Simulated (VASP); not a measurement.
Here is a VASP 6.6.1 calculation.

INCAR

```
SYSTEM = WS
  PREC = Accurate
  ENCUT = 600
  EDIFF = 1E-6
  ISMEAR = 0
  SIGMA = 0.1
  LREAL = .FALSE.
  LASPH = .TRUE.
  NELM = 80
  ALGO = Normal
  ISIF = 3
  LWAVE = .FALSE.
  LCHARG = .FALSE.
  GGA = PE
  IBRION = 2
  NSW = 100
  EDIFFG = -0.05
```

Contents of KPOINTS:

```
regular mesh
0
G
  6 6 4
  0 0 0
```

The input POSCAR:

```
WS
1.0
    3.3989911702      0.0000000000      0.0000000000
   -1.6994955851      2.9436127006      0.0000000000
    0.0000000000      0.0000000000      5.2684363138
W S
2 2
Direct
    0.0000000000      0.0000000000      0.0000000000
    0.0000000000      0.0000000000      0.5000000000
    0.3333333333      0.6666666667      0.2500000000
    0.6666666667      0.3333333333      0.7500000000
```

Potentials or basis: VASP PAW PBE potentials, release 64 (W_sv, S).

Run with:

```console
$ cat potpaw_PBE.64/W_sv/POTCAR potpaw_PBE.64/S/POTCAR > POTCAR
$ mpirun -np 1 vasp_std > vasp.out
```

(1) Predict the band gap on the k mesh.

(2) Estimate the relaxed volume.

Answers

(1) zero (band 20 reaches 12.72 eV, above the bottom of band 21 at 10.48 eV).

(2) 14.56 Å³/atom.

Caveat: spin-orbit coupling is left out, which moves the levels of the heavy elements.
